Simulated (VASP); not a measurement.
# NaH3 in VASP: further runs

Runs on NaH3. Level: PBE. Tasks: single point, relaxation of cell and atoms.

Everything below comes from runs of VASP 6.6.1. Logs are shortened: lines on timing, memory, paths and dates and some standing lists are left out, and cuts for length are marked.

**1. The cell of the first run**

The structure is monoclinic, space group C2/m (No. 12). The conventional cell has a = 4.575 Å, b = 4.577 Å, c = 6.057 Å, α = 90.00°, β = 108.78°, γ = 90.00°. Na (site symmetry 2/m) has 6 H at 2.29 to 2.89 Å within 3.0 Å. Within 3.0 Å of H (site symmetry 2/m) lie 4 Na at 2.29 Å and 2 H at 2.81 Å. Within 1.0 Å of H (site symmetry m) lie 1 H at 0.76 Å.

**2. Single point, PBE**

Contents of INCAR:

```
PREC = Accurate
ENCUT = 520
EDIFF = 1E-6
ISMEAR = 0
SIGMA = 0.02
LREAL = False
LASPH = True
NELM = 100
ALGO = Normal
ISIF = 2
LWAVE = False
LCHARG = True
GGA = PE
LELF = True
LVHAR = True
NBANDS = 13
```

Contents of KPOINTS:

```
Automatic mesh
0
Gamma
  8 8 4
```

Contents of POSCAR:

```
NaH3
1.0
    2.2876691842     -2.2886625997      0.0007565684
    2.2876691842      2.2886625997      0.0007565684
   -1.9517440983      0.0000000000      5.7343234726
Na H
1 3
Direct
    0.0000000000      0.0000000000      0.0000000000
    0.5000000000      0.5000000000      0.0000000000
    0.9209312656      0.9209312656      0.4544227069
    0.0790687344      0.0790687344      0.5455772931
```

Potentials or basis: VASP PAW PBE potentials, release 64 (Na_pv, H).

Command:

```console
$ cat potpaw_PBE.64/Na_pv/POTCAR potpaw_PBE.64/H/POTCAR > POTCAR
$ mpirun -np 1 vasp_std > vasp.out
```

OUTCAR:

```text
PREC = Accurate
   ENCUT = 520
   EDIFF = 1E-6
   ISMEAR = 0
   LREAL = False
   LASPH = True
   NELM = 100
   ISIF = 2
   GGA = PE

 ion  position               nearest neighbor table
   1  0.000  0.000  0.000-
   2  0.500  0.500  0.000-
   3  0.921  0.921  0.454-   4 0.76
   4  0.079  0.079  0.546-   3 0.76

  LATTYP: Found a base centered monoclinic cell.
 ALAT       =     4.5753386186
 B/A-ratio  =     1.0004341932
 C/A-ratio  =     1.3239180216
 COS(beta)  =    -0.3218965514

  Lattice vectors:

 A1 = (   2.2876691842,  -2.2886625997,   0.0007565684)
 A2 = (   2.2876691842,   2.2886625997,   0.0007565684)
 A3 = (  -1.9517440983,   0.0000000000,   5.7343234726)

Analysis of symmetry for initial positions (statically):
=====================================================================
 Subroutine PRICEL returns:
 Original cell was already a primitive cell.

 Routine SETGRP: Setting up the symmetry group for a
 base centered monoclinic supercell.

 Subroutine GETGRP returns: Found  4 space group operations
 (whereof  4 operations were pure point group operations)
 out of a pool of  4 trial point group operations.

The static configuration has the point symmetry C_2h.

Analysis of symmetry for dynamics (positions and initial velocities):
=====================================================================
 Subroutine PRICEL returns:
 Original cell was already a primitive cell.

 Routine SETGRP: Setting up the symmetry group for a
 base centered monoclinic supercell.

 Subroutine GETGRP returns: Found  4 space group operations
 (whereof  4 operations were pure point group operations)
 out of a pool of  4 trial point group operations.

The dynamic configuration has the point symmetry C_2h.

 Subroutine INISYM returns: Found  4 space group operations
 (whereof  4 operations are pure point group operations),
 and found     1 'primitive' translations

----------------------------------------------------------------------------------------

                                     Primitive cell

  volume of cell :      60.0532

  direct lattice vectors                    reciprocal lattice vectors
     2.287669184 -2.288662600  0.000756568     0.218538471 -0.218468201  0.074382126
     2.287669184  2.288662600  0.000756568     0.218538471  0.218468201  0.074382126
    -1.951744098  0.000000000  5.734323473    -0.000057667  0.000000000  0.174368861

  length of vectors
     3.235955402  3.235955402  6.057373252     0.317836622  0.317836622  0.174368870

  position of ions in fractional coordinates (direct lattice)
     0.000000000  0.000000000  0.000000000
     0.500000000  0.500000000  0.000000000
     0.920931266  0.920931266  0.454422707
     0.079068734  0.079068734  0.545577293

  ion indices of the primitive-cell ions
   primitive index   ion index
                 1           1
                 2           2
                 3           3
                 4           4

----------------------------------------------------------------------------------------

 KPOINTS: Automatic mesh

Automatic generation of k-mesh.
 Grid dimensions read from file:
 generate k-points for:    8    8    4

 Generating k-lattice:

  Cartesian coordinates                     Fractional coordinates (reciprocal lattice)
     0.027317309 -0.027308525  0.009297766     0.125000000  0.000000000  0.000000000
     0.027317309  0.027308525  0.009297766     0.000000000  0.125000000  0.000000000
    -0.000014417  0.000000000  0.043592215     0.000000000  0.000000000  0.250000000

  Length of vectors
     0.039729578  0.039729578  0.043592218

  Shift w.r.t. Gamma in fractional coordinates (k-lattice)
     0.000000000  0.000000000  0.000000000

 Subroutine IBZKPT returns following result:
 ===========================================

 Found     78 irreducible k-points:

 Following reciprocal coordinates:
            Coordinates               Weight
  0.000000  0.000000  0.000000      1.000000
  0.125000  0.000000 -0.000000      4.000000
  0.250000  0.000000 -0.000000      4.000000
  0.375000  0.000000  0.000000      4.000000
  0.500000  0.000000 -0.000000      2.000000
  0.125000  0.125000 -0.000000      2.000000
[... 16 lines left out ...]
  0.125000  0.000000  0.250000      4.000000
  0.250000 -0.000000  0.250000      4.000000
 [... further k-points ...]
   k-points           NKPTS =     78   k-points in BZ     NKDIM =     78   number of bands    NBANDS=     13
   number of dos      NEDOS =    301   number of ions     NIONS =      4
   total plane-waves  NPLWV =  27648
   dimension x,y,z NGX =    24 NGY =   24 NGZ =   48
   dimension x,y,z NGXF=    48 NGYF=   48 NGZF=   96
   ions per type =               1   3
   NGX,Y,Z   is equivalent  to a cutoff of  12.33, 12.33, 13.17 a.u.
   NGXF,Y,Z  is equivalent  to a cutoff of  24.66, 24.66, 26.35 a.u.
 SYSTEM =  unknown system
   PREC   = accura    normal or accurate (medium, high low for compatibility)
   ISTART =      0    job   : 0-new  1-cont  2-samecut
   ICHARG =      2    charge: 1-file 2-atom 10-const
   ISPIN  =      1    spin polarized calculation?
   LNONCOLLINEAR =      F non collinear calculations
   LSORBIT =      F    spin-orbit coupling
   LASPH  =      T    aspherical Exc in radial PAW
   ENCUT  =  520.0 eV  38.22 Ry    6.18 a.u.   6.02  6.02 11.26*2*pi/ulx,y,z
   NELM   =    100;   NELMIN=  2; NELMDL= -5     # of ELM steps
   EDIFF  = 0.1E-05   stopping-criterion for ELM
   LREAL  =      F    real-space projection
   EDIFFG = 0.1E-04   stopping-criterion for IOM
   NSW    =      0    number of steps for IOM
   IBRION =     -1    ionic relax: 0-MD 1-quasi-New 2-CG
   NFREE  =      0    steps in history (QN), initial steepest desc. (CG)
   ISIF   =      2    stress and relaxation
   ISYM   =      2    0-nonsym 1-usesym 2-fastsym
   POTIM  = 0.5000    time-step for ionic-motion
   TEBEG  =    0.0;   TEEND  =   0.0 temperature during run
   PSTRESS=    0.0 pullay stress
   NELECT =      10.0000    total number of electrons
   NUPDOWN=      -1.0000    fix difference up-down
   EMIN   =  10.00;   EMAX   =-10.00  energy-range for DOS
   EFERMI =   0.00;   METHOD = LEGACY
   ISMEAR =     0;   SIGMA  =   0.02  broadening in eV -4-tet -1-fermi 0-gaus
   EFERMI_NEDOS =   21; number of points for ismear=-14 and -15
   IALGO  =     38    algorithm
   IMIX   =      4    mixing-type and parameters
     AMIX     =   0.40;   BMIX     =  1.00
     AMIX_MAG =   1.60;   BMIX_MAG =  1.00
  volume/ion in A,a.u.               =      15.01       101.31
  Fermi-wavevector in a.u.,A,eV,Ry     =   0.900664  1.702008 11.036987  0.811196
  Thomas-Fermi vector in A             =   2.023650
   LORBIT       =      0    0 simple, 1 ext, 2 COOP (PROOUT), +10 PAW based schemes
   GGA     = PE    functional components
   LHFCALC =     F    Hartree Fock is set to
   AEXX    =    0.0000 exact exchange contribution
   IVDW    =     0    specifies the selected vdW correction
   LEPSILON=     F    determine dielectric tensor
   LRPA    =     F    only Hartree local field effects (RPA)
 non-spin polarized calculation
 Gauss-broadening in eV      SIGMA  =   0.02
  energy-cutoff  :      520.00
  volume of cell :       60.05
 maximum number of plane-waves:      1637
   NGX = 13   NGY = 13   NGZ = 23

 number of electron      10.0000013 magnetization

 Free energy of the ion-electron system (eV)
  ---------------------------------------------------
  ext. energy  EPLUGINS =         0.00000000
  ---------------------------------------------------
  free energy    TOTEN  =       -11.64626525 eV

  energy without entropy =      -11.64626525  energy(sigma->0) =      -11.64626525

 E-fermi :  -1.6719     XC(G=0):  -6.1386

 val. band max:       -1.8445769517   @ k =   0.5000   0.5000  -0.0000
 cond. band min:       1.0628175294   @ k =   0.0000   0.0000   0.0000
 fundamental gap:      2.9073944811
 Fermi energy:        -1.6719325747

 k-point     1 :       0.0000    0.0000    0.0000
  band No.  band energies     occupation
      1     -24.7721      2.00000
      2     -24.6148      2.00000
      3     -24.6144      2.00000
      4      -8.9436      2.00000
      5      -4.2472      2.00000
      6       1.0628      0.00000
      7       5.1783      0.00000
      8       8.4299      0.00000
      9       9.3625      0.00000
     10      10.3218      0.00000
     11      11.1999      0.00000
     12      11.2979      0.00000
     13      11.7277      0.00000

 k-point     2 :       0.1250    0.0000   -0.0000
  band No.  band energies     occupation
      1     -24.7708      2.00000
      2     -24.6268      2.00000
      3     -24.6135      2.00000
      4      -8.8549      2.00000
      5      -4.1067      2.00000
      6       1.3150      0.00000
      7       4.7617      0.00000
      8       6.9947      0.00000
      9       9.2578      0.00000
     10       9.7807      0.00000
     11      10.4551      0.00000
     12      11.7073      0.00000
     13      12.2576      0.00000

 k-point     3 :       0.2500    0.0000   -0.0000
  band No.  band energies     occupation
      1     -24.7678      2.00000
      2     -24.6560      2.00000
      3     -24.6109      2.00000
      4      -8.6288      2.00000
      5      -3.7183      2.00000
      6       2.0580      0.00000
      7       3.7705      0.00000
      8       4.7538      0.00000
      9       8.5534      0.00000
     10       9.6445      0.00000
     11      10.7051      0.00000
     12      11.8669      0.00000
     13      12.3230      0.00000
[... 305 lines left out ...]
 k-point    23 :       0.1250    0.0000    0.2500
  band No.  band energies     occupation
      1     -24.7709      2.00000
      2     -24.6268      2.00000
      3     -24.6135      2.00000
      4      -8.8135      2.00000
      5      -4.3442      2.00000
      6       2.2291      0.00000
      7       4.2432      0.00000
      8       6.6844      0.00000
      9       9.1819      0.00000
     10       9.5681      0.00000
     11      10.6507      0.00000
     12      11.7984      0.00000
     13      12.7181      0.00000

 k-point    24 :       0.2500   -0.0000    0.2500
  band No.  band energies     occupation
      1     -24.7679      2.00000
      2     -24.6560      2.00000
      3     -24.6109      2.00000
      4      -8.5953      2.00000
      5      -3.9100      2.00000
      6       2.6115      0.00000
      7       3.7581      0.00000
      8       4.9221      0.00000
      9       8.2552      0.00000
     10       9.1477      0.00000
     11      10.7299      0.00000
     12      10.8969      0.00000
     13      12.4408      0.00000

 [... further k-points ...]
[... 5 lines left out ...]
  --------------------------------------------------------------------------------------
  -------------------------------------------------------------------------------------
  Total       -0.0357417     -0.0290745     -0.0437799      0.0000000      0.0000000     -0.0095662
  in kB       -0.9535627     -0.7756869     -1.1680180      0.0000000      0.0000000     -0.2552191
  external PRESSURE =      -0.9657559 kB  Pullay stress =       0.0000000 kB

 VOLUME and BASIS-vectors are now :
 -----------------------------------------------------------------------------
  energy-cutoff  :      520.00
  volume of cell :       60.05
      direct lattice vectors                 reciprocal lattice vectors
     2.287669184 -2.288662600  0.000756568     0.218538471 -0.218468201  0.074382126
     2.287669184  2.288662600  0.000756568     0.218538471  0.218468201  0.074382126
    -1.951744098  0.000000000  5.734323473    -0.000057667  0.000000000  0.174368861

 POSITION                                       TOTAL-FORCE (eV/Angst)
 -----------------------------------------------------------------------------------
      0.00000      0.00000      0.00000         0.000000      0.000000      0.000000
      2.28767      0.00000      0.00076         0.000000     -0.000000      0.000000
      3.32666      0.00000      2.60720         0.007820     -0.000000      0.007198
     -0.70306      0.00000      3.12864        -0.007820     -0.000000     -0.007198
 -----------------------------------------------------------------------------------
    total drift:                                0.000000      0.000000     -0.000000

  FREE ENERGIE OF THE ION-ELECTRON SYSTEM (eV)
  ---------------------------------------------------
  free  energy   TOTEN  =       -11.6462652530 eV

  energy  without entropy=      -11.6462652530  energy(sigma->0) =      -11.64626525
```

Wall time 22 s (1 thread of Intel Xeon 6975P-C (Granite Rapids), shared host); peak memory 0.19 GiB.

Results:

```
Free energy            : -11.6463 eV
Pressure               : -0.1 GPa
Largest force          : 0.011 eV/Å
Band gap on the k mesh : 2.91 eV, indirect (least direct gap 4.02 eV)
```

Forces in eV/Å, atoms in the order of the input:
```
Na   0.000  0.000  0.000
H    0.000  0.000  0.000
H    0.008  0.000  0.007
H   -0.008  0.000 -0.007
```

A k mesh can miss the band edges. As with any semilocal functional, this PBE gap is likely too small.

**3. Relaxation of cell and atoms, PBE**

This run uses another cell than the first one, of 14.78 Å³/atom, 0.985 times its volume.

Contents of INCAR:

```
SYSTEM = NaH3
PREC = Accurate
ENCUT = 600
EDIFF = 1E-6
ISMEAR = 0
SIGMA = 0.02
LREAL = .False.
LASPH = .True.
NELM = 100
ALGO = Normal
ISIF = 3
LWAVE = .False.
LCHARG = .False.
GGA = PE
IBRION = 2
NSW = 100
EDIFFG = -0.01
```

Contents of KPOINTS:

```
Automatic mesh
0
Gamma
  8 8 4
  0 0 0
```

Contents of POSCAR:

```
NaH3
1.0
    2.2898371109     -2.2883353984      0.0000000000
    2.2898371109      2.2883353984      0.0000000000
   -1.9554596426      0.0000000000      5.6421841552
Na H
1 3
Direct
    0.0000000000      0.0000000000      0.0000000000
    0.5000000000      0.5000000000      0.0000000000
    0.9206972723      0.9206972723      0.4534842279
    0.0793027277      0.0793027277      0.5465157721
```

Potentials or basis: VASP PAW PBE potentials, release 64 (Na_pv, H).

Command:

```console
$ cat potpaw_PBE.64/Na_pv/POTCAR potpaw_PBE.64/H/POTCAR > POTCAR
$ mpirun -np 1 vasp_std > vasp.out
```

It took 42 s on 1 thread of Intel Xeon 6975P-C (Granite Rapids), shared host; peak memory 0.2 GiB.

The run converged. Its results:

```
Free energy               : -11.6479 eV
Energy gained by relaxing : 0.0 meV/atom
Ionic steps               : 3
Pressure after relaxing   : 0.0 GPa
Band gap on the k mesh    : 2.97 eV, indirect (least direct gap 3.99 eV)
```

Final structure:
```
Na H
1.0
     2.28973   -2.28833   -0.00007
     2.28973    2.28833   -0.00007
    -1.95553    0.00000    5.64239
Na H
1 3
Direct
  0.00000 0.00000 0.00000
  0.50000 0.50000 0.00000
  0.92076 0.92076 0.45352
  0.07924 0.07924 0.54648
```

Levels at points of the mesh, in eV from the valence-band top:
| k point | band 3 | band 4 | band 5 | band 6 | band 7 | band 8 |
| --- | --- | --- | --- | --- | --- | --- |
| (0.00, 0.00, 0.00) | -22.77 | -7.12 | -2.37 | 2.97 | 7.11 | 10.32 |
| (0.50, 0.00, 0.00) | -22.76 | -6.44 | -1.13 | 4.25 | 4.34 | 6.40 |
| (0.50, 0.50, 0.00) | -22.84 | -5.96 | 0.00 | 5.01 | 5.50 | 6.65 |
| (0.00, 0.00, 0.50) | -22.77 | -7.04 | -2.78 | 4.84 | 5.62 | 10.02 |
| (0.50, 0.00, 0.50) | -22.76 | -6.44 | -0.92 | 3.08 | 3.91 | 8.17 |
| (0.50, 0.50, 0.50) | -22.84 | -5.95 | -0.08 | 5.71 | 6.35 | 6.45 |

A k mesh can miss the band edges. A hybrid or GW would open this gap; PBE tends to underestimate it.

**4. Single point, PBE**

This run uses another cell than the first one: it holds 8 atoms, not 4.

Contents of INCAR:

```
  PREC = Accurate
  ENCUT = 520
  EDIFF = 1E-6
  ISMEAR = 0
  SIGMA = 0.1
  LREAL = False
  LASPH = True
  NELM = 100
  ALGO = Normal
  ISIF = 2
  LWAVE = False
  LCHARG = False
  GGA = PE
  NBANDS = 20
```

Contents of KPOINTS:

```
regular mesh
0
Gamma
  6 6 6
```

Contents of POSCAR:

```
NaH3
1.0
   -0.0098435494      0.0038627518      4.5766585808
    6.1747236511      0.7704070345     -0.0022432175
   -2.4306101466      3.8814268260     -0.0087228329
Na H
2 6
Direct
    0.2500593774      0.6252569696      0.8752392526
    0.7499488826      0.6247500363      0.3747577167
    0.2499665033      0.6250807555      0.3751315490
    0.7497849803      0.1716533260      0.8423651576
    0.2499121661      0.1713852241      0.3420579004
    0.7500643288      0.0786420390     -0.0920443871
    0.2502256457      1.0783754821      0.4076595254
    0.7500381157      0.6248561674      0.8748332855
```

Command:

```console
$ cat potpaw_PBE.64/Na_pv/POTCAR potpaw_PBE.64/H/POTCAR > POTCAR
$ mpirun -np 1 vasp_std > vasp.out
```

Wall time 2 min (1 thread of Intel Xeon 6975P-C (Granite Rapids), shared host); peak memory 0.36 GiB.

The run converged. Its results:

* Free energy: -23.2921 eV
* Pressure: -0.1 GPa
* Largest force: 0.011 eV/Å
* Band gap on the k mesh: 2.97 eV

Forces on the atoms (eV/Å):
```
Na   0.000 -0.001 -0.001
Na  -0.001  0.001  0.001
H    0.000 -0.001  0.000
H   -0.010  0.001  0.000
H   -0.011  0.002  0.000
H    0.010 -0.002  0.000
H    0.011 -0.002  0.000
H    0.000  0.001  0.000
```

Levels at points of the mesh, in eV from the valence-band top:
| k point | band 8 | band 9 | band 10 | band 11 | band 12 | band 13 |
| --- | --- | --- | --- | --- | --- | --- |
| (0.00, 0.00, 0.00) | -5.96 | -2.37 | 0.00 | 2.97 | 5.01 | 5.50 |
| (0.50, 0.00, 0.00) | -6.53 | -1.26 | -1.26 | 4.42 | 4.42 | 5.64 |
| (0.00, 0.50, 0.00) | -5.95 | -2.78 | -0.08 | 4.84 | 5.62 | 5.70 |
| (0.50, 0.50, 0.00) | -6.49 | -1.49 | -1.49 | 4.88 | 4.88 | 5.66 |
| (0.00, 0.00, 0.50) | -6.50 | -1.34 | -1.34 | 4.04 | 4.04 | 5.39 |
| (0.50, 0.00, 0.50) | -6.44 | -0.92 | -0.91 | 3.07 | 3.08 | 3.90 |
| (0.00, 0.50, 0.50) | -6.50 | -1.44 | -1.43 | 5.05 | 5.05 | 5.46 |
| (0.50, 0.50, 0.50) | -6.44 | -1.13 | -1.13 | 4.25 | 4.25 | 4.33 |

**5. Summary**

| task | cell | k mesh | cutoff (eV) | smearing | gap on the mesh (eV) | pressure (GPa) | largest force (eV/Å) |
| --- | --- | --- | --- | --- | --- | --- | --- |
| single point | a = 3.236, b = 3.236, c = 6.057 Å, angles 103.2, 103.2, 90.0°, 4 atoms | 8 × 8 × 4 | 520 | gaussian 0.02 eV | 2.91 | -0.1 | 0.01 |
| relaxation of cell and atoms | relaxed from a = 3.237, b = 3.237, c = 5.971 Å, angles 103.4, 103.4, 90.0°, 4 atoms | 8 × 8 × 4 | 600 | gaussian 0.02 eV | 2.97 | 0.0 | - |
| single point | a = 4.577, b = 6.223, c = 4.580 Å, angles 114.9, 90.0, 90.1°, 8 atoms | 6 × 6 × 6 | 520 | gaussian 0.1 eV | 2.97 | -0.1 | 0.01 |

Alike in all rows: level PBE; potentials or basis VASP PAW PBE potentials, release 64 (Na_pv, H); no spin polarisation.

Absolute energies hang on the potentials; compare differences alone.
